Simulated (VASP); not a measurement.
Here is a VASP 6.6.1 calculation.

Contents of INCAR:

```
SYSTEM = Os
PREC = Accurate ; ENCUT = 520
EDIFF = 1E-7 ; ISMEAR = 0
SIGMA = 0.15 ; LREAL = .FALSE.
LASPH = .TRUE. ; NELM = 80
ALGO = Fast ; ISIF = 2
LWAVE = .FALSE. ; LCHARG = .FALSE.
GGA = PS ; NBANDS = 15
```

KPOINTS

```
regular mesh
0
G
  24 24 12
  0 0 0
```

POSCAR

```
Os
1.0
    2.7715580545      0.0000000000      0.0000000000
   -1.3857790273      2.4002396833      0.0000000000
    0.0000000000      0.0000000000      4.2037260736
Os
2
Direct
    0.3333333333      0.6666666667      0.2500000000
    0.6666666667      0.3333333333      0.7500000000
```

Potentials or basis: VASP PAW PBE potentials, release 64 (Os).

Run with:

```sh
$ cat potpaw_PBE.64/Os/POTCAR > POTCAR
$ mpirun -np 1 vasp_std > vasp.out
```

(1) What does it give for the pressure?

(2) Predict the band gap on the k mesh.

Answers

(1) -0.8 GPa.

(2) zero (band 8 reaches 11.17 eV, above the bottom of band 9 at 7.32 eV).

Caveat: the PAW data sets were made with another functional, which shifts forces and pressure a little; spin-orbit coupling is left out, which moves the levels of the heavy elements.
